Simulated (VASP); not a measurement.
## WSe2: single point with r2SCAN+rVV10

The system is WSe2.

```xyz
6
Lattice="-2.5003 2.5003 4.7322 2.5003 -2.5003 4.7322 2.5003 2.5003 -4.7322" Properties=species:S:1:pos:R:3 pbc="T T T"
W     0.0000    2.5003    2.3661
W     0.0000    0.0000    0.0000
Se    0.0000    2.5003   -0.1982
Se    0.0000    0.0000    6.9001
Se    0.0000    0.0000    2.5643
Se    0.0000    2.5003    4.9304
```

```
Program                : VASP 6.6.1
Task                   : single point
Functional             : r2SCAN
Dispersion             : rVV10
Potentials or basis    : VASP PAW PBE potentials, release 64 (W_sv, Se)
Cutoff                 : 520 eV
k mesh                 : 6 × 6 × 6
Occupations            : fermi-dirac, width 0.03 eV
Spin                   : no spin polarisation
Dipole correction      : no
Further INCAR settings : ALGO = Normal; EDIFF = 1e-06; NBANDS = 35
```

The pressure is 0.6 GPa and the largest force is 0.019 eV/Å. The band gap on the k mesh is zero (band 26 reaches 7.39 eV, above the bottom of band 27 at 5.16 eV).

Forces on the atoms (eV/Å):
```
W    0.000  0.000  0.000
W    0.000  0.000  0.000
Se   0.000  0.000 -0.019
Se   0.000  0.000 -0.019
Se   0.000  0.000  0.019
Se   0.000  0.000  0.019
```

Levels at points of the mesh, in eV from the Fermi level:
```
           k point  band 23  band 24  band 25  band 26  band 27  band 28  band 29  band 30
(0.00, 0.00, 0.00)    -1.25    -1.25    -0.82    -0.53    -0.31    -0.31    -0.27    -0.03
(0.50, 0.00, 0.00)    -1.50    -1.44    -1.28    -0.07     0.20     0.24     1.05     1.11
(0.50, 0.50, 0.00)    -1.35    -1.35     0.20     0.20     1.16     1.16     1.51     1.51
(0.50, 0.50, 0.50)    -1.88    -1.88    -1.79    -1.79    -1.78    -1.78     0.01     0.01
```

Run time: 6.5 min on 1 thread of Intel(R) Xeon(R) 6975P-C (Granite Rapids) (shared host), peak memory 0.8 GiB.

Caveat: the PAW data sets were made with another functional, which shifts forces and pressure a little; spin-orbit coupling is left out, which moves the levels of the heavy elements.
